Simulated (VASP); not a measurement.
Here is a VASP 6.6.1 calculation.

The input POSCAR:

```
NaF
1.0
    0.0000000000      2.2971680762      2.2971680762
    2.2971680762      0.0000000000      2.2971680762
    2.2971680762      2.2971680762      0.0000000000
Na F
1 1
Direct
    0.0000000000      0.0000000000      0.0000000000
    0.5000000000      0.5000000000      0.5000000000
```

File INCAR.step1:

```
SYSTEM = NaF
PREC = Accurate ; ENCUT = 500
EDIFF = 1E-8 ; ISMEAR = 0
SIGMA = 0.01 ; LREAL = .False.
LASPH = .True. ; NELM = 60
ALGO = Normal ; LWAVE = .True.
LCHARG = .False. ; GGA = PE
```

The input INCAR.step2:

```
SYSTEM = NaF
PREC = Accurate ; ENCUT = 500
EDIFF = 1E-8 ; ISMEAR = 0
SIGMA = 0.01 ; LREAL = .False.
LASPH = .True. ; NELM = 1
ALGO = Exact ; LWAVE = .True.
LCHARG = .False. ; GGA = PE
NBANDS = 265 ; LOPTICS = .True.
ISTART = 1
```

The input INCAR.step3:

```
SYSTEM = NaF
PREC = Accurate ; ENCUT = 500
EDIFF = 1E-8 ; ISMEAR = 0
SIGMA = 0.01 ; LREAL = .False.
LASPH = .True. ; ALGO = EVGW0
LWAVE = .False. ; LCHARG = .False.
GGA = PE ; NELMGW = 1
NBANDS = 265 ; ENCUTGW = 200
NOMEGA = 48 ; PRECFOCK = Fast
ISTART = 1 ; NBANDSGW = 16
```

File KPOINTS:

```
Automatic mesh
0
Gamma
  6 6 6
  0 0 0
```

Potentials or basis: VASP PAW PBE potentials, release 64 (Na_sv_GW, F_GW).

Run with:

```console
$ cat potpaw_PBE.64/Na_sv_GW/POTCAR potpaw_PBE.64/F_GW/POTCAR > POTCAR
$ cp INCAR.step1 INCAR
$ mpirun -np 1 vasp_std > vasp.out
$ cp INCAR.step2 INCAR
$ mpirun -np 1 vasp_std > vasp.out
$ cp INCAR.step3 INCAR
$ mpirun -np 1 vasp_std > vasp.out
```

(1) What does it give for the quasiparticle gap?

(2) What does it give for the least direct quasiparticle gap?

(3) What does it give for the least direct gap of the starting levels on the mesh?

(4) Predict the band gap of the starting levels on the mesh.

Answers

(1) 10.81 eV.

(2) 10.81 eV.

(3) 6.47 eV.

(4) 6.47 eV.

Caveat: the k points lie up to 0.39 Å⁻¹ apart; bands, screening cutoff and mesh are small and nothing is extrapolated, so the quasiparticle values aren't converged.
